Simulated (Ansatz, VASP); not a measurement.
# Two plane-wave programs on SiC

```
CELL_PARAMETERS angstrom
0.00000 2.17073 2.17073
2.17073 0.00000 2.17073
2.22992 2.22992 -0.05919
ATOMIC_POSITIONS crystal
Si 0.00000 0.00000 0.00000
C 0.75000 0.75000 0.75000
```

Alike in both runs: task single point; functional PBEsol; k mesh 12 × 12 × 12; occupations gaussian, width 0.05 eV; no spin polarisation.

|  | VASP | Ansatz |
| --- | --- | --- |
| version | VASP 6.6.1 | Ansatz 0.2.0 |
| potentials or method | VASP PAW PBE potentials, release 64 (Si, C), cutoff 520 eV | scalar-relativistic, plane waves, PAW |
| valence electrons in the cell | 8 | 8 |

|  | VASP | Ansatz | Ansatz less VASP |
| --- | --- | --- | --- |
| gap on the k mesh at the Fermi level (eV) | 1.15 | 1.17 | +0.011 |
| least direct gap on the mesh (eV) | 4.18 | 4.20 | +0.014 |
| pressure (GPa) | -5.4 | -5.7 | -0.34 |
| traceless stress, the component that is largest in VASP (GPa) | -6.57 | -6.52 | +0.052 |
| rms of the force components (eV/Å) | 0.146 | 0.143 | -0.0030 |

VASP's potentials were made for PBE, not for PBEsol, and Ansatz warns of the same on its side. Atom by atom the forces differ by 0.003 eV/Å (rms over components). With one functional, cell and mesh, what is left measures potentials, basis and numerics.
